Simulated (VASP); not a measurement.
# Te (C2/m) in VASP: further runs

Runs on Te. Level: LDA. Tasks: single point.

All numbers are computed with VASP 6.6.1; they aren't measurements. Logs are shortened: lines on timing, memory, paths and dates and some standing lists are left out, and cuts for length are marked.

### Step 1. The cell of the first run

Symmetry: C2/m, No. 12, monoclinic system. The conventional cell has a = 8.384 Å, b = 4.695 Å, c = 3.959 Å, α = 90.00°, β = 91.87°, γ = 90.00°. Within 4.0 Å of Te (site symmetry m) lie 14 Te at 2.97 to 3.98 Å. Te (site symmetry 2/m) has 14 Te at 2.97 to 3.96 Å within 4.0 Å.

### Step 2. Single point, LDA (equal xx and yy strain of -1 %)

The input, INCAR:

```
  PREC = Accurate
  ENCUT = 520
  EDIFF = 1E-6
  ISMEAR = -1
  SIGMA = 0.05
  LREAL = F
  LASPH = T
  NELM = 80
  ALGO = Normal
  ISIF = 2
  LWAVE = F
  LCHARG = T
  GGA = CA
  LELF = T
  LVHAR = T
  NBANDS = 16
```

The input, KPOINTS:

```
regular mesh
0
Gamma
  8 8 8
```

The input, POSCAR:

```
Te
1.0
    4.1917590000     -2.3474880000      0.0000000000
    4.1917590000      2.3474880000      0.0000000000
   -0.1291455000      0.0000000000      3.9573500000
Te
3
Direct
    0.6760000000      0.6760000000      0.6750000000
    0.3240000000      0.3240000000      0.3250000000
    0.0000000000      0.0000000000      0.0000000000
```

Potentials or basis: VASP PAW LDA potentials, release 64 (Te).

The run is started by

```sh
cat potpaw_LDA.64/Te/POTCAR > POTCAR
mpirun -np 1 vasp_std > vasp.out
```

OUTCAR:

```text
PREC = Accurate
   ENCUT = 520
   EDIFF = 1E-6
   ISMEAR = -1
   LREAL = F
   LASPH = T
   NELM = 80
   ISIF = 2
   GGA = CA

 ion  position               nearest neighbor table
   1  0.676  0.676  0.675-   3 2.97   2 3.01   2 3.01   3 3.08   3 3.08   2 3.22   2 3.67   2 3.67

   2  0.324  0.324  0.325-   3 2.97   1 3.01   1 3.01   3 3.08   3 3.08   1 3.22   1 3.67   1 3.67

   3  0.000  0.000  0.000-   1 2.97   2 2.97   1 3.08   1 3.08   2 3.08   2 3.08

  LATTYP: Found a base centered monoclinic cell.
 ALAT       =     8.3835180000
 B/A-ratio  =     0.5600245625
 C/A-ratio  =     0.4722905978
 COS(beta)  =    -0.0326169747

  Lattice vectors:

 A1 = (   4.1917590000,  -2.3474880000,   0.0000000000)
 A2 = (   4.1917590000,   2.3474880000,   0.0000000000)
 A3 = (  -0.1291455000,   0.0000000000,   3.9573500000)

Analysis of symmetry for initial positions (statically):
=====================================================================
 Subroutine PRICEL returns:
 Original cell was already a primitive cell.

 Routine SETGRP: Setting up the symmetry group for a
 base centered monoclinic supercell.

 Subroutine GETGRP returns: Found  4 space group operations
 (whereof  4 operations were pure point group operations)
 out of a pool of  4 trial point group operations.

The static configuration has the point symmetry C_2h.

Analysis of symmetry for dynamics (positions and initial velocities):
=====================================================================
 Subroutine PRICEL returns:
 Original cell was already a primitive cell.

 Routine SETGRP: Setting up the symmetry group for a
 base centered monoclinic supercell.

 Subroutine GETGRP returns: Found  4 space group operations
 (whereof  4 operations were pure point group operations)
 out of a pool of  4 trial point group operations.

The dynamic configuration has the point symmetry C_2h.

 Subroutine INISYM returns: Found  4 space group operations
 (whereof  4 operations are pure point group operations),
 and found     1 'primitive' translations

----------------------------------------------------------------------------------------

                                     Primitive cell

  volume of cell :      77.8815

  direct lattice vectors                    reciprocal lattice vectors
     4.191759000 -2.347488000  0.000000000     0.119281667 -0.212993634  0.003892678
     4.191759000  2.347488000  0.000000000     0.119281667  0.212993634  0.003892678
    -0.129145500  0.000000000  3.957350000     0.000000000  0.000000000  0.252694354

  length of vectors
     4.804325491  4.804325491  3.959456728     0.244150685  0.244150685  0.252694354

  position of ions in fractional coordinates (direct lattice)
     0.676000000  0.676000000  0.675000000
     0.324000000  0.324000000  0.325000000
     0.000000000  0.000000000  0.000000000

  ion indices of the primitive-cell ions
   primitive index   ion index
                 1           1
                 2           2
                 3           3

----------------------------------------------------------------------------------------

 KPOINTS: regular mesh

Automatic generation of k-mesh.
 Grid dimensions read from file:
 generate k-points for:    8    8    8

 Generating k-lattice:

  Cartesian coordinates                     Fractional coordinates (reciprocal lattice)
     0.014910208 -0.026624204  0.000486585     0.125000000  0.000000000  0.000000000
     0.014910208  0.026624204  0.000486585     0.000000000  0.125000000  0.000000000
     0.000000000  0.000000000  0.031586794     0.000000000  0.000000000  0.125000000

  Length of vectors
     0.030518836  0.030518836  0.031586794

  Shift w.r.t. Gamma in fractional coordinates (k-lattice)
     0.000000000  0.000000000  0.000000000

 Subroutine IBZKPT returns following result:
 ===========================================

 Found    150 irreducible k-points:

 Following reciprocal coordinates:
            Coordinates               Weight
  0.000000  0.000000  0.000000      1.000000
  0.125000  0.000000  0.000000      4.000000
  0.250000  0.000000  0.000000      4.000000
  0.375000  0.000000  0.000000      4.000000
  0.500000  0.000000  0.000000      2.000000
  0.125000  0.125000  0.000000      2.000000
[... 16 lines left out ...]
  0.125000  0.000000  0.125000      4.000000
  0.250000  0.000000  0.125000      4.000000
 [... further k-points ...]
   k-points           NKPTS =    150   k-points in BZ     NKDIM =    150   number of bands    NBANDS=     16
   number of dos      NEDOS =    301   number of ions     NIONS =      3
   total plane-waves  NPLWV =  38880
   dimension x,y,z NGX =    36 NGY =   36 NGZ =   30
   dimension x,y,z NGXF=    72 NGYF=   72 NGZF=   60
   ions per type =               3
   NGX,Y,Z   is equivalent  to a cutoff of  12.46, 12.46, 12.60 a.u.
   NGXF,Y,Z  is equivalent  to a cutoff of  24.91, 24.91, 25.19 a.u.
 SYSTEM =  unknown system
   PREC   = accura    normal or accurate (medium, high low for compatibility)
   ISTART =      0    job   : 0-new  1-cont  2-samecut
   ICHARG =      2    charge: 1-file 2-atom 10-const
   ISPIN  =      1    spin polarized calculation?
   LNONCOLLINEAR =      F non collinear calculations
   LSORBIT =      F    spin-orbit coupling
   LASPH  =      T    aspherical Exc in radial PAW
   ENCUT  =  520.0 eV  38.22 Ry    6.18 a.u.   8.93  8.93  7.36*2*pi/ulx,y,z
   NELM   =     80;   NELMIN=  2; NELMDL= -5     # of ELM steps
   EDIFF  = 0.1E-05   stopping-criterion for ELM
   LREAL  =      F    real-space projection
   EDIFFG = 0.1E-04   stopping-criterion for IOM
   NSW    =      0    number of steps for IOM
   IBRION =     -1    ionic relax: 0-MD 1-quasi-New 2-CG
   NFREE  =      0    steps in history (QN), initial steepest desc. (CG)
   ISIF   =      2    stress and relaxation
   ISYM   =      2    0-nonsym 1-usesym 2-fastsym
   POTIM  = 0.5000    time-step for ionic-motion
   TEBEG  =    0.0;   TEEND  =   0.0 temperature during run
   PSTRESS=    0.0 pullay stress
   NELECT =      18.0000    total number of electrons
   NUPDOWN=      -1.0000    fix difference up-down
   EMIN   =  10.00;   EMAX   =-10.00  energy-range for DOS
   EFERMI =   0.00;   METHOD = LEGACY
   ISMEAR =    -1;   SIGMA  =   0.05  broadening in eV -4-tet -1-fermi 0-gaus
   EFERMI_NEDOS =   21; number of points for ismear=-14 and -15
   IALGO  =     38    algorithm
   IMIX   =      4    mixing-type and parameters
     AMIX     =   0.40;   BMIX     =  1.00
     AMIX_MAG =   1.60;   BMIX_MAG =  1.00
  volume/ion in A,a.u.               =      25.96       175.19
  Fermi-wavevector in a.u.,A,eV,Ry     =   1.004664  1.898540 13.733044  1.009350
  Thomas-Fermi vector in A             =   2.137295
   LORBIT       =      0    0 simple, 1 ext, 2 COOP (PROOUT), +10 PAW based schemes
   GGA     = CA    functional components
   LHFCALC =     F    Hartree Fock is set to
   AEXX    =    0.0000 exact exchange contribution
   IVDW    =     0    specifies the selected vdW correction
   LEPSILON=     F    determine dielectric tensor
   LRPA    =     F    only Hartree local field effects (RPA)
 non-spin polarized calculation
  energy-cutoff  :      520.00
  volume of cell :       77.88
 maximum number of plane-waves:      2117
   NGX = 17   NGY = 17   NGZ = 15

 number of electron      18.0000000 magnetization

 Free energy of the ion-electron system (eV)
  ---------------------------------------------------
  ext. energy  EPLUGINS =         0.00000000
  ---------------------------------------------------
  free energy    TOTEN  =       -11.06148830 eV

  energy without entropy =      -11.04713193  energy(sigma->0) =      -11.05431012

 E-fermi :   9.2220     XC(G=0): -10.5691

 val. band max:        9.2215719416   @ k =   0.3750   0.1250   0.2500
 cond. band min:       9.2368006721   @ k =   0.3750   0.0000   0.1250
 fundamental gap:      0.0152287306
 Fermi energy:         9.2219568417

 k-point     1 :       0.0000    0.0000    0.0000
  band No.  band energies     occupation
      1      -5.8204      2.00000
      2      -0.4227      2.00000
      3      -0.3736      2.00000
      4       4.4064      2.00000
      5       4.6891      2.00000
      6       5.2078      2.00000
[... 8 lines left out ...]
     15      16.3365      0.00000
     16      16.4100      0.00000

 k-point     2 :       0.1250    0.0000    0.0000
  band No.  band energies     occupation
      1      -5.6888      2.00000
      2      -0.6936      2.00000
      3      -0.5616      2.00000
      4       3.8266      2.00000
      5       4.3036      2.00000
      6       5.5682      2.00000
[... 8 lines left out ...]
     15      15.9383      0.00000
     16      16.6145      0.00000

 k-point     3 :       0.2500    0.0000    0.0000
  band No.  band energies     occupation
      1      -5.2964      2.00000
      2      -1.5675      2.00000
      3      -0.8517      2.00000
      4       3.2555      2.00000
      5       4.4148      2.00000
      6       6.0874      2.00000
[... 8 lines left out ...]
     15      15.5147      0.00000
     16      17.5683      0.00000

 k-point     4 :       0.3750    0.0000    0.0000
  band No.  band energies     occupation
      1      -4.6545      2.00000
      2      -2.6850      2.00000
      3      -1.0653      2.00000
      4       2.8530      2.00000
      5       5.2354      2.00000
      6       6.3306      2.00000
[... 8 lines left out ...]
     15      15.5080      0.00000
     16      16.1403      0.00000

 k-point     5 :       0.5000    0.0000    0.0000
  band No.  band energies     occupation
      1      -3.9148      2.00000
      2      -3.6087      2.00000
      3      -1.1419      2.00000
      4       2.7151      2.00000
      5       6.3679      2.00000
      6       6.4117      2.00000
[... 8 lines left out ...]
     15      14.9932      0.00000
     16      16.0104      0.00000

 k-point     6 :       0.1250    0.1250    0.0000
  band No.  band energies     occupation
      1      -5.6940      2.00000
      2      -0.7337      2.00000
      3      -0.5325      2.00000
      4       4.0354      2.00000
      5       4.1113      2.00000
      6       5.7875      2.00000
[... 8 lines left out ...]
     15      16.0708      0.00000
     16      16.9131      0.00000

 k-point     7 :       0.2500    0.1250    0.0000
  band No.  band energies     occupation
      1      -5.4371      2.00000
      2      -1.1311      2.00000
      3      -0.9867      2.00000
      4       3.8631      2.00000
      5       3.9734      2.00000
      6       6.1361      2.00000
[... 8 lines left out ...]
     15      16.8205      0.00000
     16      16.9839      0.00000

 k-point     8 :       0.3750    0.1250    0.0000
  band No.  band energies     occupation
      1      -4.9243      2.00000
      2      -2.0330      2.00000
      3      -1.4045      2.00000
      4       3.5463      2.00000
      5       4.6057      2.00000
      6       6.4091      2.00000
[... 8 lines left out ...]
     15      15.9960      0.00000
     16      16.6872      0.00000

 k-point     9 :       0.5000    0.1250    0.0000
  band No.  band energies     occupation
      1      -4.1788      2.00000
      2      -3.1214      2.00000
      3      -1.5704      2.00000
      4       3.3373      2.00000
      5       5.6999      2.00000
      6       6.5263      2.00000
[... 8 lines left out ...]
     15      14.6892      0.00000
     16      16.8064      0.00000
[... 172 lines left out ...]
 k-point    19 :       0.5000    0.3750    0.0000
  band No.  band energies     occupation
      1      -4.2375      2.00000
      2      -3.1722      2.00000
      3      -1.4559      2.00000
      4       3.4783      2.00000
      5       5.7307      2.00000
      6       6.1731      2.00000
[... 8 lines left out ...]
     15      14.6835      0.00000
     16      16.7742      0.00000

 k-point    20 :      -0.3750    0.3750    0.0000
  band No.  band energies     occupation
      1      -3.6866      2.00000
      2      -3.2455      2.00000
      3      -2.3724      2.00000
      4       4.7263      2.00000
      5       5.9765      2.00000
      6       6.2324      2.00000
[... 8 lines left out ...]
     15      13.4798      0.00000
     16      17.7812      0.00000

 k-point    21 :       0.5000    0.5000    0.0000
  band No.  band energies     occupation
      1      -4.0659      2.00000
      2      -3.5728      2.00000
      3      -1.0210      2.00000
      4       2.8742      2.00000
      5       5.9734      2.00000
      6       6.3641      2.00000
[... 8 lines left out ...]
     15      15.2145      0.00000
     16      15.8369      0.00000

 k-point    22 :       0.0000    0.0000    0.1250
  band No.  band energies     occupation
      1      -5.6920      2.00000
      2      -1.0938      2.00000
      3       0.1601      2.00000
      4       4.4628      2.00000
      5       4.7759      2.00000
      6       5.3556      2.00000
[... 8 lines left out ...]
     15      15.0944      0.00000
     16      17.0028      0.00000

 k-point    23 :       0.1250    0.0000    0.1250
  band No.  band energies     occupation
      1      -5.5563      2.00000
      2      -1.2489      2.00000
      3      -0.1176      2.00000
      4       3.8000      2.00000
      5       4.1785      2.00000
      6       5.8713      2.00000
[... 8 lines left out ...]
     15      15.9347      0.00000
     16      16.4192      0.00000

 k-point    24 :       0.2500    0.0000    0.1250
  band No.  band energies     occupation
      1      -5.1603      2.00000
      2      -1.8301      2.00000
      3      -0.5577      2.00000
      4       3.3039      2.00000
      5       3.6368      2.00000
      6       6.6377      2.00000
[... 8 lines left out ...]
     15      16.4217      0.00000
     16      17.2129      0.00000

 [... further k-points ...]

------------------------ aborting loop because EDIFF is reached ----------------------------------------

  FORCE on cell =-STRESS in cart. coord.  units (eV):
  Direction    XX          YY          ZZ          XY          YZ          ZX
  --------------------------------------------------------------------------------------
  -------------------------------------------------------------------------------------
  Total        3.2945026      3.3782634      3.4677531      0.0000000      0.0000000      0.4430278
  in kB       67.7744964     69.4976233     71.3386041      0.0000000      0.0000000      9.1139658
  external PRESSURE =      69.5369079 kB  Pullay stress =       0.0000000 kB

 VOLUME and BASIS-vectors are now :
 -----------------------------------------------------------------------------
  energy-cutoff  :      520.00
  volume of cell :       77.88
      direct lattice vectors                 reciprocal lattice vectors
     4.191759000 -2.347488000  0.000000000     0.119281667 -0.212993634  0.003892678
     4.191759000  2.347488000  0.000000000     0.119281667  0.212993634  0.003892678
    -0.129145500  0.000000000  3.957350000     0.000000000  0.000000000  0.252694354

 POSITION                                       TOTAL-FORCE (eV/Angst)
 -----------------------------------------------------------------------------------
      5.58008      0.00000      2.67121        -0.479444      0.000000     -0.216054
      2.67429      0.00000      1.28614         0.479444      0.000000      0.216054
      0.00000      0.00000      0.00000         0.000000      0.000000      0.000000
 -----------------------------------------------------------------------------------
    total drift:                               -0.000000      0.000000      0.000000

  FREE ENERGIE OF THE ION-ELECTRON SYSTEM (eV)
  ---------------------------------------------------
  free  energy   TOTEN  =       -11.0614882973 eV

  energy  without entropy=      -11.0471319334  energy(sigma->0) =      -11.05431012
```

Wall time 96 s (1 thread of Intel Xeon Platinum 8375C at 2.90GHz (Ice Lake), shared host); peak memory 0.26 GiB.

Results:

| Quantity | Value |
| --- | --- |
| Free energy | -11.0615 eV |
| Pressure | 7.0 GPa |
| Largest force | 0.526 eV/Å |
| Band gap on the k mesh | zero (bands 9 and 10 overlap by 3.61 eV) |

Forces in eV/Å, atoms in the order of the input:
```
Te  -0.479  0.000 -0.216
Te   0.479  0.000  0.216
Te   0.000  0.000  0.000
```

Stress tensor (GPa, compression positive):
```
6.78 0.00 0.91
0.00 6.95 0.00
0.91 0.00 7.13
```

Caveat: the cell differs from its parent crystal (equal xx and yy strain of -1 %); the cell stands under pressure; spin-orbit coupling is left out, which moves the levels of the heavy elements.

[end of part 1 of 2]
